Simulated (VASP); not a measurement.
# Ta (I4/mmm) in VASP: a series of runs

Runs on Ta. Level: PBEsol. Tasks: electric field gradients.

Everything below comes from runs of VASP 6.6.1. Logs are shortened: lines on timing, memory, paths and dates and some standing lists are left out, and cuts for length are marked.

### 1 The cell of the first run

It takes space group I4/mmm (No. 139, tetragonal). The conventional cell has a = 3.270 Å, b = 3.270 Å, c = 3.303 Å, α = 90.00°, β = 90.00°, γ = 90.00°. Within 3.7 Å of Ta (site symmetry 4/mmm) lie 14 Ta at 2.84 to 3.30 Å.

### 2 Electric field gradients, PBEsol (equal xx and yy strain of -1 %)

INCAR

```
PREC = Accurate
ENCUT = 520
EDIFF = 1E-8
ISMEAR = -1
SIGMA = 0.05
LREAL = F
LASPH = T
NELM = 100
ALGO = Normal
ISIF = 2
LWAVE = F
LCHARG = F
GGA = PS
LEFG = T
NBANDS = 12
```

KPOINTS

```
Automatic mesh
0
Gamma
  15 15 15
```

POSCAR

```
Ta
1.0
   -1.6347672000      1.6347672000      1.6512800000
    1.6347672000     -1.6347672000      1.6512800000
    1.6347672000      1.6347672000     -1.6512800000
Ta
1
Direct
    0.0000000000      0.0000000000      0.0000000000
```

Potentials or basis: VASP PAW PBE potentials, release 64 (Ta_pv).

Started as:

```sh
$ cat potpaw_PBE.64/Ta_pv/POTCAR > POTCAR
$ mpirun -np 1 vasp_std > vasp.out
```

OUTCAR:

```text
PREC = Accurate
   ENCUT = 520
   EDIFF = 1E-8
   ISMEAR = -1
   LREAL = F
   LASPH = T
   NELM = 100
   ISIF = 2
   GGA = PS

 ion  position               nearest neighbor table
   1  0.000  0.000  0.000-

  LATTYP: Found a body centered tetragonal cell.
 ALAT       =     3.2695344000
 C/A-ratio  =     1.0101010101

  Lattice vectors:

 A1 = (  -1.6347672000,   1.6347672000,   1.6512800000)
 A2 = (   1.6347672000,  -1.6347672000,   1.6512800000)
 A3 = (   1.6347672000,   1.6347672000,  -1.6512800000)

Analysis of symmetry for initial positions (statically):
=====================================================================
 Subroutine PRICEL returns:
 Original cell was already a primitive cell.

 Routine SETGRP: Setting up the symmetry group for a
 body centered tetragonal supercell.

 Subroutine GETGRP returns: Found 16 space group operations
 (whereof 16 operations were pure point group operations)
 out of a pool of 16 trial point group operations.

The static configuration has the point symmetry D_4h.

Analysis of symmetry for dynamics (positions and initial velocities):
=====================================================================
 Subroutine PRICEL returns:
 Original cell was already a primitive cell.

 Routine SETGRP: Setting up the symmetry group for a
 body centered tetragonal supercell.

 Subroutine GETGRP returns: Found 16 space group operations
 (whereof 16 operations were pure point group operations)
 out of a pool of 16 trial point group operations.

The dynamic configuration has the point symmetry D_4h.

 Subroutine INISYM returns: Found 16 space group operations
 (whereof 16 operations are pure point group operations),
 and found     1 'primitive' translations

----------------------------------------------------------------------------------------

                                     Primitive cell

  volume of cell :      17.6519

  direct lattice vectors                    reciprocal lattice vectors
    -1.634767200  1.634767200  1.651280000     0.000000000  0.305853947  0.302795407
     1.634767200 -1.634767200  1.651280000     0.305853947  0.000000000  0.302795407
     1.634767200  1.634767200 -1.651280000     0.305853947  0.305853947  0.000000000

  length of vectors
     2.841065510  2.841065510  2.841065510     0.430385519  0.430385519  0.432542799

  position of ions in fractional coordinates (direct lattice)
     0.000000000  0.000000000  0.000000000

  ion indices of the primitive-cell ions
   primitive index   ion index
                 1           1

----------------------------------------------------------------------------------------

 KPOINTS: Automatic mesh

Automatic generation of k-mesh.
 Grid dimensions read from file:
 generate k-points for:   15   15   15

 Generating k-lattice:

  Cartesian coordinates                     Fractional coordinates (reciprocal lattice)
     0.000000000  0.020390263  0.020186360     0.066666667  0.000000000 -0.000000000
     0.020390263  0.000000000  0.020186360     0.000000000  0.066666667 -0.000000000
     0.020390263  0.020390263  0.000000000     0.000000000  0.000000000  0.066666667

  Length of vectors
     0.028692368  0.028692368  0.028836187

  Shift w.r.t. Gamma in fractional coordinates (k-lattice)
     0.000000000  0.000000000  0.000000000

 Subroutine IBZKPT returns following result:
 ===========================================

 Found    288 irreducible k-points:

 Following reciprocal coordinates:
            Coordinates               Weight
  0.000000  0.000000  0.000000      1.000000
  0.066667  0.000000  0.000000      8.000000
  0.133333  0.000000 -0.000000      8.000000
  0.200000  0.000000 -0.000000      8.000000
  0.266667  0.000000 -0.000000      8.000000
  0.333333  0.000000  0.000000      8.000000
[... 16 lines left out ...]
  0.133333  0.133333 -0.000000      8.000000
  0.200000  0.133333 -0.000000     16.000000
 [... further k-points ...]
   k-points           NKPTS =    288   k-points in BZ     NKDIM =    288   number of bands    NBANDS=     12
   number of dos      NEDOS =    301   number of ions     NIONS =      1
   total plane-waves  NPLWV =  13824
   dimension x,y,z NGX =    24 NGY =   24 NGZ =   24
   dimension x,y,z NGXF=    48 NGYF=   48 NGZF=   48
   ions per type =               1
   NGX,Y,Z   is equivalent  to a cutoff of  14.04, 14.04, 14.04 a.u.
   NGXF,Y,Z  is equivalent  to a cutoff of  28.09, 28.09, 28.09 a.u.
 SYSTEM =  unknown system
   PREC   = accura    normal or accurate (medium, high low for compatibility)
   ISTART =      0    job   : 0-new  1-cont  2-samecut
   ICHARG =      2    charge: 1-file 2-atom 10-const
   ISPIN  =      1    spin polarized calculation?
   LNONCOLLINEAR =      F non collinear calculations
   LSORBIT =      F    spin-orbit coupling
   LASPH  =      T    aspherical Exc in radial PAW
   ENCUT  =  520.0 eV  38.22 Ry    6.18 a.u.   5.28  5.28  5.28*2*pi/ulx,y,z
   NELM   =    100;   NELMIN=  2; NELMDL= -5     # of ELM steps
   EDIFF  = 0.1E-07   stopping-criterion for ELM
   LREAL  =      F    real-space projection
   EDIFFG = 0.1E-06   stopping-criterion for IOM
   NSW    =      0    number of steps for IOM
   IBRION =     -1    ionic relax: 0-MD 1-quasi-New 2-CG
   NFREE  =      0    steps in history (QN), initial steepest desc. (CG)
   ISIF   =      2    stress and relaxation
   ISYM   =      2    0-nonsym 1-usesym 2-fastsym
   POTIM  = 0.5000    time-step for ionic-motion
   TEBEG  =    0.0;   TEEND  =   0.0 temperature during run
   PSTRESS=    0.0 pullay stress
   NELECT =      11.0000    total number of electrons
   NUPDOWN=      -1.0000    fix difference up-down
   EMIN   =  10.00;   EMAX   =-10.00  energy-range for DOS
   EFERMI =   0.00;   METHOD = LEGACY
   ISMEAR =    -1;   SIGMA  =   0.05  broadening in eV -4-tet -1-fermi 0-gaus
   EFERMI_NEDOS =   21; number of points for ismear=-14 and -15
   IALGO  =     38    algorithm
   IMIX   =      4    mixing-type and parameters
     AMIX     =   0.40;   BMIX     =  1.00
     AMIX_MAG =   1.60;   BMIX_MAG =  1.00
  volume/ion in A,a.u.               =      17.65       119.12
  Fermi-wavevector in a.u.,A,eV,Ry     =   1.398325  2.642452 26.603657  1.955314
  Thomas-Fermi vector in A             =   2.521494
   LORBIT       =      0    0 simple, 1 ext, 2 COOP (PROOUT), +10 PAW based schemes
   GGA     = PS    functional components
   LHFCALC =     F    Hartree Fock is set to
   AEXX    =    0.0000 exact exchange contribution
   IVDW    =     0    specifies the selected vdW correction
   LEPSILON=     F    determine dielectric tensor
   LRPA    =     F    only Hartree local field effects (RPA)
 non-spin polarized calculation
  energy-cutoff  :      520.00
  volume of cell :       17.65
 maximum number of plane-waves:       486
 NGX is ok and might be reduce to    24
   NGX = 11   NGY = 11   NGZ = 11

 number of electron      11.0000002 magnetization

 Free energy of the ion-electron system (eV)
  ---------------------------------------------------
  ext. energy  EPLUGINS =         0.00000000
  ---------------------------------------------------
  free energy    TOTEN  =       -12.55564189 eV

  energy without entropy =      -12.54595723  energy(sigma->0) =      -12.55079956

 E-fermi :   5.4851     XC(G=0): -12.8315

 val. band max:        5.4565412307   @ k =  -0.0667   0.2000   0.0667
 cond. band min:       5.4962458661   @ k =   0.3333   0.0000   0.0000
 fundamental gap:      0.0397046354
 Fermi energy:         5.4850974061

 k-point     1 :       0.0000    0.0000    0.0000
  band No.  band energies     occupation
      1     -27.4593      2.00000
      2     -27.4566      2.00000
      3     -27.4566      2.00000
      4      -2.5225      2.00000
      5       6.1631      0.00000
      6       6.1631      0.00000
      7       6.2928      0.00000
      8       9.4569      0.00000
      9       9.6361      0.00000
     10      20.2200      0.00000
     11      20.4985      0.00000
     12      20.6827      0.00000
[... 331 lines left out ...]
 k-point    24 :       0.2000    0.1333   -0.0000
  band No.  band energies     occupation
      1     -28.2327      2.00000
      2     -27.7035      2.00000
      3     -27.5228      2.00000
      4       0.5198      2.00000
      5       4.7023      2.00000
      6       4.9645      1.99994
      7       8.5602      0.00000
      8       9.9869      0.00000
      9      10.2072      0.00000
     10      20.1813      0.00000
     11      20.5851      0.00000
     12      22.4479      0.00000

 [... further k-points ...]

------------------------ aborting loop because EDIFF is reached ----------------------------------------

  FORCE on cell =-STRESS in cart. coord.  units (eV):
  Direction    XX          YY          ZZ          XY          YZ          ZX
  --------------------------------------------------------------------------------------
  -------------------------------------------------------------------------------------
  Total        0.0655461      0.0655461     -0.0808829      0.0000000     -0.0000000      0.0000000
  in kB        5.9492882      5.9492882     -7.3413295      0.0000000     -0.0000000      0.0000000
  external PRESSURE =       1.5190823 kB  Pullay stress =       0.0000000 kB

 VOLUME and BASIS-vectors are now :
 -----------------------------------------------------------------------------
  energy-cutoff  :      520.00
  volume of cell :       17.65
      direct lattice vectors                 reciprocal lattice vectors
    -1.634767200  1.634767200  1.651280000     0.000000000  0.305853947  0.302795407
     1.634767200 -1.634767200  1.651280000     0.305853947  0.000000000  0.302795407
     1.634767200  1.634767200 -1.651280000     0.305853947  0.305853947  0.000000000

 POSITION                                       TOTAL-FORCE (eV/Angst)
 -----------------------------------------------------------------------------------
      0.00000      0.00000      0.00000        -0.000000      0.000000      0.000000
 -----------------------------------------------------------------------------------
    total drift:                                0.000000      0.000000     -0.000000

  FREE ENERGIE OF THE ION-ELECTRON SYSTEM (eV)
  ---------------------------------------------------
  free  energy   TOTEN  =       -12.5556418878 eV

  energy  without entropy=      -12.5459572347  energy(sigma->0) =      -12.55079956

 Electric field gradients (V/A^2)
---------------------------------------------------------------------
 ion       V_xx      V_yy      V_zz      V_xy      V_xz      V_yz
---------------------------------------------------------------------
   1      -3.504    -3.504     7.009    -0.000    -0.000    -0.000
---------------------------------------------------------------------

 Electric field gradients after diagonalization (V/A^2)
 (convention: |V_zz| > |V_xx| > |V_yy|)
----------------------------------------------------------------------
 ion       V_xx      V_yy      V_zz     asymmetry (V_yy - V_xx)/ V_zz
----------------------------------------------------------------------
   1      -3.504    -3.504     7.009       0.000
----------------------------------------------------------------------

           NMR quadrupolar parameters

 Cq : quadrupolar parameter    Cq=e*Q*V_zz/h
 eta: asymmetry parameters     (V_yy - V_xx)/ V_zz
 Q  : nuclear electric quadrupole moment in mb (millibarn)
----------------------------------------------------------------------
 ion       Cq(MHz)       eta       Q (mb)
----------------------------------------------------------------------
   1       0.017       0.000       1.000
----------------------------------------------------------------------
```

Run time: 71 s. Hardware: 1 thread of Intel Xeon 8259CL, shared host; peak memory 0.18 GiB.

What came out:

| Quantity | Value |
| --- | --- |
| Free energy | -12.5556 eV |
| Pressure | 0.2 GPa |
| Band gap on the k mesh | zero (an odd number of electrons rules out a gap without spin polarisation) |
| Largest electric field gradient by atom | Ta +7.0 V/Å² |

Stress tensor (GPa, compression positive):
```
 0.59  0.00  0.00
 0.00  0.59  0.00
 0.00  0.00 -0.73
```

Electric field gradients, principal values (V/Å²):
```csv
atom,least,middle,greatest (by size)
1 Ta,-3.504,-3.504,7.009
```

Caveat: the cell differs from its parent crystal (equal xx and yy strain of -1 %); without QUAD_EFG the Cq values of the log hold for a quadrupole moment of 1 mb, not for the nuclei; the PAW data sets were made with another functional, which shifts forces and pressure a little; spin-orbit coupling is left out, which moves the levels of the heavy elements.

[end of part 1 of 2]
